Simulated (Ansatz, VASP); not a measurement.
One calculation of Cd2B2N, two programs

File POSCAR:

```
Cd2B2N
1.0
    0.0000000000      3.6952970000      0.0000000000
    3.6952970000      0.0000000000      0.0000000000
    1.8476480000      1.8476480000     -4.9342460000
B Cd N
2 2 1
Direct
    0.3780000000      0.3780000000      0.2440000000
    0.6220000000      0.6220000000      0.7560000000
    0.7500000000      0.2500000000      0.5000000000
    0.2500000000      0.7500000000      0.5000000000
    0.0000000000      0.0000000000      0.0000000000
```

File INCAR.step1:

```
SYSTEM = Cd2B2N
PREC     = Accurate       ! precision mode
ENCUT    = 520            ! plane-wave cutoff, eV
ISMEAR   = -1             ! smearing method
SIGMA    = 0.1            ! smearing width, eV
LREAL    = .FALSE.        ! projectors in reciprocal space
LASPH    = .TRUE.         ! aspherical terms in the spheres
NELM     = 80             ! most SCF steps
NBANDS   = 26             ! bands
GGA      = PE             ! functional
ALGO     = Normal         ! electronic algorithm
EDIFF    = 1E-4           ! SCF threshold, eV
LWAVE    = .TRUE.         ! write WAVECAR
LCHARG   = .FALSE.        ! write CHGCAR
```

The input INCAR.step2:

```
SYSTEM = Cd2B2N
PREC     = Accurate       ! precision mode
ENCUT    = 520            ! plane-wave cutoff, eV
EDIFF    = 1E-6           ! SCF threshold, eV
ISMEAR   = -1             ! smearing method
SIGMA    = 0.1            ! smearing width, eV
LREAL    = .FALSE.        ! projectors in reciprocal space
LASPH    = .TRUE.         ! aspherical terms in the spheres
NELM     = 80             ! most SCF steps
ALGO     = Normal         ! electronic algorithm
ISIF     = 2              ! what is computed and relaxed
LWAVE    = .FALSE.        ! write WAVECAR
LCHARG   = .FALSE.        ! write CHGCAR
METAGGA  = R2SCAN         ! meta-GGA
LMIXTAU  = .TRUE.       
NBANDS   = 26             ! bands
ISTART   = 1
```

KPOINTS

```
Automatic mesh
0
G
  5 5 5
  0 0 0
```

Input for Ansatz:

```yaml
crystal:
  lattice:
    - [0.0, 3.695297, 0.0]
    - [3.695297, 0.0, 0.0]
    - [1.847648, 1.847648, -4.934246]
  atoms:
    - { symbol: B, position: [0.378, 0.378, 0.244] }
    - { symbol: B, position: [0.622, 0.622, 0.756] }
    - { symbol: Cd, position: [0.75, 0.25, 0.5] }
    - { symbol: Cd, position: [0.25, 0.75, 0.5] }
    - { symbol: "N", position: [0.0, 0.0, 0.0] }
  symmetry: { tolerance: 0.0003 }
kpoints:
  mp_grid: { grid: [5, 5, 5], shift: [0, 0, 0] }
magnetization:
  spin_polarized: false
scf:
  occupations: { method: fermi_dirac }
hamiltonian:
  pseudopotentials: { kind: paw }
  xc: r2scan
basis:
  ecutwfc: 500
output:
  forces: true
  stress: true
  eigenvalues: true
```

Alike in both runs: task single point; functional r2SCAN; k mesh 5 × 5 × 5; no spin polarisation.

|  | VASP | Ansatz |
| --- | --- | --- |
| version | VASP 6.6.1 | Ansatz 0.2.0 |
| potentials or method | VASP PAW PBE potentials, release 64 (B, Cd, N), cutoff 520 eV | PAW plane waves |
| occupations | fermi-dirac, width 0.1 eV | fermi-dirac |
| valence electrons in the cell | 35 | 51 |

Ansatz gave:

```
gap on the k mesh at the Fermi level (eV)                     : none
pressure (GPa)                                                : 16.4
traceless stress, the component that is largest in VASP (GPa) : -28.00
rms of the force components (eV/Å)                            : 1.766
```

Task: Estimate VASP's values.

Result: gap on the k mesh at the Fermi level (eV): none; pressure (GPa): 17.8; traceless stress, the component that is largest in VASP (GPa): -28.59; rms of the force components (eV/Å): 1.801.

VASP's potentials were made for PBE, not for r2SCAN. Atom by atom the forces differ by 0.035 eV/Å (rms over components). A gap of «none» marks a metal or a gap that the smearing closes. VASP's potentials hold 35 valence electrons a cell and Ansatz's 51, so a difference there can come from the potentials and not from the codes.

The k mesh is coarse, so the values compare programs but aren't converged.
